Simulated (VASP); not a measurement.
Runs of VASP 6.6.1 on Tc. The structure is that of space group P6_3/mmc (No. 194), or close to it. The cells are those of the table. 

```csv
task,cell,cutoff (eV),gap on the mesh (eV),pressure (GPa)
electric field gradients,"a = 2.740, b = 2.740, c = 4.398 Å, angles 90.0, 90.0, 120.0°, 2 atoms",520,none,(a)
relaxation of shape and atoms at fixed volume,"relaxed from a = 2.742, b = 2.742, c = 4.385 Å, angles 90.0, 90.0, 120.0°, 2 atoms",600,none,-6.7
relaxation of shape and atoms at fixed volume,"relaxed from a = 2.706, b = 2.706, c = 4.327 Å, angles 90.0, 90.0, 120.0°, 2 atoms",600,none,6.4
relaxation of shape and atoms at fixed volume,"relaxed from a = 2.687, b = 2.687, c = 4.297 Å, angles 90.0, 90.0, 120.0°, 2 atoms",600,none,14.0
electric field gradients,"a = 2.724, b = 2.724, c = 4.356 Å, angles 90.0, 90.0, 120.0°, 2 atoms",520,none,-0.7
```

Alike in all rows: level PBEsol; potentials or basis VASP PAW PBE potentials, release 64 (Tc_pv); no spin polarisation; k mesh 18 × 18 × 10; smearing gaussian 0.05 eV.

Q: Estimate the missing entries.

A: (a) -7.3.

Caveats: the PAW data sets were made with another functional, which shifts forces and pressure a little; the relaxation stopped at its first step, so nothing moved (at least some runs); the cell stands under tension (at least some runs).

A k mesh can miss the band edges, and the runs leave out spin-orbit coupling on Tc.

A gap of «none» marks levels without a gap at the run's occupations.
